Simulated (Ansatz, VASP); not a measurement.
# Two plane-wave programs on TaN

```
Ta N
1.0
     3.04800    0.00000    0.00000
    -1.52400    2.63965    0.00000
     0.00000    0.00000    4.96718
Ta N
2 2
Direct
  0.00000 0.00000 0.00000
  0.00000 0.00000 0.50000
  0.33333 0.66667 0.25000
  0.66667 0.33333 0.75000
```

Change from the starting cell: zz strain of +1 %, PAW files.

Alike in both runs: task electric field gradients; functional PBEsol; k mesh 9 × 9 × 5; occupations fermi-dirac, width 0.01 eV; no spin polarisation.

|  | VASP | Ansatz |
| --- | --- | --- |
| version | VASP 6.6.1 | Ansatz 0.2.0 |
| potentials or method | VASP PAW PBE potentials, release 64 (Ta_pv, N) | PAW with Ansatz's default frozen-core files, scalar-relativistic |
| plane-wave cutoff (eV) | 520 | 420 |
| valence electrons in the cell | 32 | 36 |

VASP gave:

* pressure (GPa): 43.7
* traceless stress, the component that is largest in VASP (GPa): 56.05
* size of Vzz on the site where it differs most (V/Å²): 186.6

Question: Estimate Ansatz's values.

Answer: Pressure (GPa): 42.2; traceless stress, the component that is largest in VASP (GPa): 55.56; size of Vzz on the site where it differs most (V/Å²): 214.2.

VASP's potentials were made for PBE, not for PBEsol. Both programs put the cell under a high pressure, so it lies far from rest at this level. VASP's potentials hold 32 valence electrons a cell and Ansatz's 36, so a difference there can come from the potentials and not from the codes.

Neither program's run includes spin-orbit coupling.
